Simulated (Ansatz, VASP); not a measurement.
This is a calculation of Sn for VASP 6.6.1.

The input INCAR:

```
PREC     = Accurate       # precision mode
ENCUT    = 600            # plane-wave cutoff, eV
EDIFF    = 1E-6           # SCF threshold, eV
ISMEAR   = -1             # smearing method
SIGMA    = 0.05           # smearing width, eV
LREAL    = False          # projectors in reciprocal space
LASPH    = True           # aspherical terms in the spheres
NELM     = 100            # most SCF steps
ALGO     = Normal         # electronic algorithm
ISIF     = 3              # what is computed and relaxed
LWAVE    = False          # write WAVECAR
LCHARG   = False          # write CHGCAR
GGA      = CA             # functional
IBRION   = 2              # ionic algorithm
NSW      = 60             # ionic steps
EDIFFG   = -0.01          # ionic threshold
```

Contents of KPOINTS:

```
regular mesh
0
Gamma
  11 11 11
```

The input POSCAR:

```
Sn
1.0
   -1.7265390000      1.7755470000      2.3383420000
    1.7265390000     -1.7755470000      2.3383420000
    1.7265390000      1.7755470000     -2.3383420000
Sn
1
Direct
    0.0000000000      0.0000000000      0.0000000000
```

Potentials or basis: VASP PAW LDA potentials, release 64 (Sn_d).

The run is started by

```console
$ cat potpaw_LDA.64/Sn_d/POTCAR > POTCAR
$ mpirun -np 1 vasp_std > vasp.out
```

Q: Translate it to Ansatz 0.2.0. Potentials there: Ansatz PAW.

A: As run (the cutoff follows the program's own potentials):

File input.yaml:

```yaml
crystal:
  lattice:
    - [-1.726539, 1.775547, 2.338342]
    - [1.726539, -1.775547, 2.338342]
    - [1.726539, 1.775547, -2.338342]
  atoms:
    - { symbol: Sn, position: [0.0, 0.0, 0.0] }
hamiltonian:
  xc: lda
  pseudopotentials: { kind: paw }
kpoints:
  mp_grid: { grid: [11, 11, 11] }
scf:
  occupations: { method: fermi_dirac, width: 0.05 }
output:
  forces: true
  stress: true
  eigenvalues: true
relax:
  f_tol: 0.01
  max_steps: 40
  cell: { stress_tol: 0.05 }
```

Potentials or basis: Ansatz PAW.

Launch:

```bash
$ ansatz run input.yaml --threads 2 --pin off --max-ram 5632MiB --backend cpu --events-out ev --progress --plain --runs-dir out
```

Both were run:

|  | VASP | Ansatz | Ansatz less VASP |
| --- | --- | --- | --- |
| gap on the k mesh at the Fermi level, each at its own relaxed structure (eV) | none | none | - |
| relaxed volume (Å³/atom) | 25.94 | 25.90 | -0.034 |
| relaxed length of the cell vector where the two differ most in proportion (Å) | 3.302 | 3.300 | -0.0020 |

LDA's correlation is that of Perdew and Zunger in VASP and of Perdew and Wang (1992) in Ansatz. A gap of «none» marks a metal or a gap that the smearing closes.

Noted on Ansatz's run: the plane-wave basis is chosen anew once the cell has moved, so the energies of steps on either side of that aren't comparable.
